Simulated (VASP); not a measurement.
# NbP (I4_1md) in VASP: a series of runs

The runs below take NbP through single point, relaxation of cell and atoms, with PBE, PBEsol+U.

Everything below comes from runs of VASP 6.6.1. Logs are shortened: lines on timing, memory, paths and dates and some standing lists are left out, and cuts for length are marked.

**1. The cell of the first run**

The structure is tetragonal, space group I4_1md (No. 109). Conventional cell: a = 3.347 Å, b = 3.347 Å, c = 11.428 Å, α = 90.00°, β = 90.00°, γ = 90.00°. Nb (site symmetry 2mm) has 6 P at 2.54 to 2.55 Å and 8 Nb at 3.31 to 3.35 Å within 3.4 Å. P (site symmetry 2mm) has 6 Nb at 2.54 to 2.55 Å and 8 P at 3.31 to 3.35 Å within 3.4 Å.

**2. Single point, PBE**

Contents of INCAR:

```
SYSTEM = NbP
PREC = Accurate
ENCUT = 520
EDIFF = 1E-6
ISMEAR = -1
SIGMA = 0.05
LREAL = .FALSE.
LASPH = .TRUE.
NELM = 80
ALGO = Normal
ISIF = 2
LWAVE = .FALSE.
LCHARG = .FALSE.
GGA = PE
NBANDS = 26
```

Contents of KPOINTS:

```
Automatic mesh
0
G
  11 11 11
  0 0 0
```

Contents of POSCAR:

```
NbP
1.0
   -1.6732736131      1.6732736131      5.7138674063
    1.6732736131     -1.6732736131      5.7138674063
    1.6732736131      1.6732736131     -5.7138674063
Nb P
2 2
Direct
    0.2500340243      0.7500340243      0.5000000000
    0.5000340243      0.5000340243      0.0000000000
    0.8325945457      0.3325945457      0.5000000000
    0.0825945457      0.0825945457      0.0000000000
```

Potentials or basis: VASP PAW PBE potentials, release 64 (Nb_sv, P).

Started as:

```sh
$ cat potpaw_PBE.64/Nb_sv/POTCAR potpaw_PBE.64/P/POTCAR > POTCAR
$ mpirun -np 1 vasp_std > vasp.out
```

OUTCAR:

```text
SYSTEM = NbP
   PREC = Accurate
   ENCUT = 520
   EDIFF = 1E-6
   ISMEAR = -1
   LREAL = .FALSE.
   LASPH = .TRUE.
   NELM = 80
   ISIF = 2
   GGA = PE

 ion  position               nearest neighbor table
   1  0.250  0.750  0.500-   4 2.54   4 2.54   3 2.55   3 2.55   3 2.55   3 2.55
   2  0.500  0.500  0.000-   3 2.54   3 2.54   4 2.55   4 2.55   4 2.55   4 2.55
   3  0.833  0.333  0.500-   2 2.54   2 2.54   1 2.55   1 2.55   1 2.55   1 2.55
   4  0.083  0.083  0.000-   1 2.54   1 2.54   2 2.55   2 2.55   2 2.55   2 2.55

  LATTYP: Found a body centered tetragonal cell.
 ALAT       =     3.3465472262
 C/A-ratio  =     3.4147836681

  Lattice vectors:

 A1 = (  -1.6732736131,   1.6732736131,   5.7138674063)
 A2 = (   1.6732736131,  -1.6732736131,   5.7138674063)
 A3 = (   1.6732736131,   1.6732736131,  -5.7138674063)

Analysis of symmetry for initial positions (statically):
=====================================================================
 Subroutine PRICEL returns:
 Original cell was already a primitive cell.

 Routine SETGRP: Setting up the symmetry group for a
 body centered tetragonal supercell.

 Subroutine GETGRP returns: Found  8 space group operations
 (whereof  4 operations were pure point group operations)
 out of a pool of 16 trial point group operations.

The static configuration has the point symmetry C_2v.
 The point group associated with its full space group is C_4v.

Analysis of symmetry for dynamics (positions and initial velocities):
=====================================================================
 Subroutine PRICEL returns:
 Original cell was already a primitive cell.

 Routine SETGRP: Setting up the symmetry group for a
 body centered tetragonal supercell.

 Subroutine GETGRP returns: Found  8 space group operations
 (whereof  4 operations were pure point group operations)
 out of a pool of 16 trial point group operations.

The dynamic configuration has the point symmetry C_2v.
 The point group associated with its full space group is C_4v.

 Subroutine INISYM returns: Found  8 space group operations
 (whereof  4 operations are pure point group operations),
 and found     1 'primitive' translations

----------------------------------------------------------------------------------------

                                     Primitive cell

  volume of cell :      63.9918

  direct lattice vectors                    reciprocal lattice vectors
    -1.673273613  1.673273613  5.713867406     0.000000000  0.298815445  0.087506406
     1.673273613 -1.673273613  5.713867406     0.298815445  0.000000000  0.087506406
     1.673273613  1.673273613 -5.713867406     0.298815445  0.298815445  0.000000000

  length of vectors
     6.184494313  6.184494313  6.184494313     0.311364804  0.311364804  0.422588856

  position of ions in fractional coordinates (direct lattice)
     0.250034024  0.750034024  0.500000000
     0.500034024  0.500034024  0.000000000
     0.832594546  0.332594546  0.500000000
     0.082594546  0.082594546  0.000000000

  ion indices of the primitive-cell ions
   primitive index   ion index
                 1           1
                 2           2
                 3           3
                 4           4

----------------------------------------------------------------------------------------

 KPOINTS: Automatic mesh

Automatic generation of k-mesh.
 Grid dimensions read from file:
 generate k-points for:   11   11   11

 Generating k-lattice:

  Cartesian coordinates                     Fractional coordinates (reciprocal lattice)
     0.000000000  0.027165040  0.007955128     0.090909091  0.000000000  0.000000000
     0.027165040  0.000000000  0.007955128     0.000000000  0.090909091  0.000000000
     0.027165040  0.027165040  0.000000000     0.000000000  0.000000000  0.090909091

  Length of vectors
     0.028305891  0.028305891  0.038417169

  Shift w.r.t. Gamma in fractional coordinates (k-lattice)
     0.000000000  0.000000000  0.000000000

 Subroutine IBZKPT returns following result:
 ===========================================

 Found    126 irreducible k-points:

 Following reciprocal coordinates:
            Coordinates               Weight
  0.000000  0.000000  0.000000      1.000000
  0.090909  0.000000 -0.000000      8.000000
  0.181818  0.000000 -0.000000      8.000000
  0.272727  0.000000 -0.000000      8.000000
  0.363636  0.000000 -0.000000      8.000000
  0.454545  0.000000 -0.000000      8.000000
[... 16 lines left out ...]
 -0.272727  0.181818  0.000000     16.000000
 -0.181818  0.181818  0.000000      4.000000
 [... further k-points ...]
   k-points           NKPTS =    126   k-points in BZ     NKDIM =    126   number of bands    NBANDS=     26
   number of dos      NEDOS =    301   number of ions     NIONS =      4
   total plane-waves  NPLWV = 110592
   dimension x,y,z NGX =    48 NGY =   48 NGZ =   48
   dimension x,y,z NGXF=    96 NGYF=   96 NGZF=   96
   ions per type =               2   2
   NGX,Y,Z   is equivalent  to a cutoff of  12.90, 12.90, 12.90 a.u.
   NGXF,Y,Z  is equivalent  to a cutoff of  25.81, 25.81, 25.81 a.u.
 SYSTEM =  NbP
   PREC   = accura    normal or accurate (medium, high low for compatibility)
   ISTART =      0    job   : 0-new  1-cont  2-samecut
   ICHARG =      2    charge: 1-file 2-atom 10-const
   ISPIN  =      1    spin polarized calculation?
   LNONCOLLINEAR =      F non collinear calculations
   LSORBIT =      F    spin-orbit coupling
   LASPH  =      T    aspherical Exc in radial PAW
   ENCUT  =  520.0 eV  38.22 Ry    6.18 a.u.  11.50 11.50 11.50*2*pi/ulx,y,z
   NELM   =     80;   NELMIN=  2; NELMDL= -5     # of ELM steps
   EDIFF  = 0.1E-05   stopping-criterion for ELM
   LREAL  =      F    real-space projection
   EDIFFG = 0.1E-04   stopping-criterion for IOM
   NSW    =      0    number of steps for IOM
   IBRION =     -1    ionic relax: 0-MD 1-quasi-New 2-CG
   NFREE  =      0    steps in history (QN), initial steepest desc. (CG)
   ISIF   =      2    stress and relaxation
   ISYM   =      2    0-nonsym 1-usesym 2-fastsym
   POTIM  = 0.5000    time-step for ionic-motion
   TEBEG  =    0.0;   TEEND  =   0.0 temperature during run
   PSTRESS=    0.0 pullay stress
   NELECT =      36.0000    total number of electrons
   NUPDOWN=      -1.0000    fix difference up-down
   EMIN   =  10.00;   EMAX   =-10.00  energy-range for DOS
   EFERMI =   0.00;   METHOD = LEGACY
   ISMEAR =    -1;   SIGMA  =   0.05  broadening in eV -4-tet -1-fermi 0-gaus
   EFERMI_NEDOS =   21; number of points for ismear=-14 and -15
   IALGO  =     38    algorithm
   IMIX   =      4    mixing-type and parameters
     AMIX     =   0.40;   BMIX     =  1.00
     AMIX_MAG =   1.60;   BMIX_MAG =  1.00
  volume/ion in A,a.u.               =      16.00       107.96
  Fermi-wavevector in a.u.,A,eV,Ry     =   1.351453  2.553876 24.850027  1.826425
  Thomas-Fermi vector in A             =   2.478874
   LORBIT       =      0    0 simple, 1 ext, 2 COOP (PROOUT), +10 PAW based schemes
   GGA     = PE    functional components
   LHFCALC =     F    Hartree Fock is set to
   AEXX    =    0.0000 exact exchange contribution
   IVDW    =     0    specifies the selected vdW correction
   LEPSILON=     F    determine dielectric tensor
   LRPA    =     F    only Hartree local field effects (RPA)
 non-spin polarized calculation
  energy-cutoff  :      520.00
  volume of cell :       63.99
 maximum number of plane-waves:      1741
 NGX is ok and might be reduce to    48
   NGX = 23   NGY = 23   NGZ = 23

 number of electron      36.0000000 magnetization

 Free energy of the ion-electron system (eV)
  ---------------------------------------------------
  ext. energy  EPLUGINS =         0.00000000
  ---------------------------------------------------
  free energy    TOTEN  =       -35.31836042 eV

  energy without entropy =      -35.31291359  energy(sigma->0) =      -35.31563701

 E-fermi :  10.6478     XC(G=0): -12.0209

 val. band max:       10.6455115870   @ k =  -0.0909   0.4545   0.0909
 cond. band min:      10.6872690947   @ k =  -0.0909  -0.4545   0.0909
 fundamental gap:      0.0417575077
 Fermi energy:        10.6477554785

 k-point     1 :       0.0000    0.0000    0.0000
  band No.  band energies     occupation
      1     -44.2842      2.00000
      2     -44.2455      2.00000
      3     -20.5522      2.00000
      4     -20.3487      2.00000
      5     -20.3487      2.00000
      6     -20.2045      2.00000
[... 18 lines left out ...]
     25      14.7327      0.00000
     26      14.7327      0.00000

 k-point     2 :       0.0909    0.0000   -0.0000
  band No.  band energies     occupation
      1     -44.2822      2.00000
      2     -44.2447      2.00000
      3     -20.5445      2.00000
      4     -20.3709      2.00000
      5     -20.3470      2.00000
      6     -20.2267      2.00000
[... 18 lines left out ...]
     25      14.7660      0.00000
     26      15.1248      0.00000

 k-point     3 :       0.1818    0.0000   -0.0000
  band No.  band energies     occupation
      1     -44.2767      2.00000
      2     -44.2428      2.00000
      3     -20.5270      2.00000
      4     -20.4261      2.00000
      5     -20.3422      2.00000
      6     -20.2814      2.00000
[... 18 lines left out ...]
     25      15.1839      0.00000
     26      15.9555      0.00000

 k-point     4 :       0.2727    0.0000   -0.0000
  band No.  band energies     occupation
      1     -44.2693      2.00000
      2     -44.2405      2.00000
      3     -20.5388      2.00000
      4     -20.4633      2.00000
      5     -20.3461      2.00000
      6     -20.3360      2.00000
[... 18 lines left out ...]
     25      15.4181      0.00000
     26      16.7051      0.00000

 k-point     5 :       0.3636    0.0000   -0.0000
  band No.  band energies     occupation
      1     -44.2621      2.00000
      2     -44.2388      2.00000
      3     -20.5980      2.00000
      4     -20.4626      2.00000
      5     -20.3842      2.00000
      6     -20.3302      2.00000
[... 18 lines left out ...]
     25      15.1262      0.00000
     26      16.9975      0.00000

 k-point     6 :       0.4545    0.0000   -0.0000
  band No.  band energies     occupation
      1     -44.2574      2.00000
      2     -44.2381      2.00000
      3     -20.6380      2.00000
      4     -20.4798      2.00000
      5     -20.3793      2.00000
      6     -20.3268      2.00000
[... 427 lines left out ...]
 k-point    21 :      -0.4545    0.1818    0.0000
  band No.  band energies     occupation
      1     -44.2517      2.00000
      2     -44.2340      2.00000
      3     -20.6240      2.00000
      4     -20.4666      2.00000
      5     -20.4100      2.00000
      6     -20.3650      2.00000
[... 18 lines left out ...]
     25      15.0866      0.00000
     26      16.8869      0.00000

 k-point    22 :      -0.3636    0.1818    0.0000
  band No.  band energies     occupation
      1     -44.2569      2.00000
      2     -44.2340      2.00000
      3     -20.5845      2.00000
      4     -20.4557      2.00000
      5     -20.4050      2.00000
      6     -20.3771      2.00000
[... 18 lines left out ...]
     25      15.2868      0.00000
     26      16.9130      0.00000

 k-point    23 :      -0.2727    0.1818    0.0000
  band No.  band energies     occupation
      1     -44.2640      2.00000
      2     -44.2358      2.00000
      3     -20.5267      2.00000
      4     -20.4623      2.00000
      5     -20.4035      2.00000
      6     -20.3400      2.00000
[... 18 lines left out ...]
     25      15.3472      0.00000
     26      16.4783      0.00000

 k-point    24 :      -0.1818    0.1818    0.0000
  band No.  band energies     occupation
      1     -44.2708      2.00000
      2     -44.2386      2.00000
      3     -20.5150      2.00000
      4     -20.4299      2.00000
      5     -20.4045      2.00000
      6     -20.2809      2.00000
[... 18 lines left out ...]
     25      14.8429      0.00000
     26      16.0730      0.00000

 [... further k-points ...]
[... 5 lines left out ...]
  --------------------------------------------------------------------------------------
  -------------------------------------------------------------------------------------
  Total       -0.1272680     -0.1272680     -0.1215437      0.0000000      0.0000000      0.0000000
  in kB       -3.1864395     -3.1864395     -3.0431191      0.0000000      0.0000000      0.0000000
  external PRESSURE =      -3.1386661 kB  Pullay stress =       0.0000000 kB

 VOLUME and BASIS-vectors are now :
 -----------------------------------------------------------------------------
  energy-cutoff  :      520.00
  volume of cell :       63.99
      direct lattice vectors                 reciprocal lattice vectors
    -1.673273613  1.673273613  5.713867406     0.000000000  0.298815445  0.087506406
     1.673273613 -1.673273613  5.713867406     0.298815445  0.000000000  0.087506406
     1.673273613  1.673273613 -5.713867406     0.298815445  0.298815445  0.000000000

 POSITION                                       TOTAL-FORCE (eV/Angst)
 -----------------------------------------------------------------------------------
      1.67327      0.00000      2.85732        -0.000000     -0.000000     -0.000884
      0.00000      0.00000      5.71426        -0.000000     -0.000000     -0.000884
      0.00000      1.67327      3.80080         0.000000      0.000000      0.000884
      0.00000      0.00000      0.94387        -0.000000     -0.000000      0.000884
 -----------------------------------------------------------------------------------
    total drift:                                0.000000      0.000000      0.000207

  FREE ENERGIE OF THE ION-ELECTRON SYSTEM (eV)
  ---------------------------------------------------
  free  energy   TOTEN  =       -35.3183604218 eV

  energy  without entropy=      -35.3129135947  energy(sigma->0) =      -35.31563701
```

Wall time 3.9 min (1 thread of Intel Xeon 6975P-C (Granite Rapids), shared host); peak memory 0.43 GiB.

Results:

* Free energy: -35.3184 eV
* Pressure: -0.3 GPa
* Band gap on the k mesh: 0.02 eV

Caveat: the smearing spreads over this small gap; semilocal functionals underestimate gaps, and a narrow one can read as zero.

(Part 1 of 3 ends here.)

The gap in the log of VASP goes by the Fermi energy; the results here count the filled bands.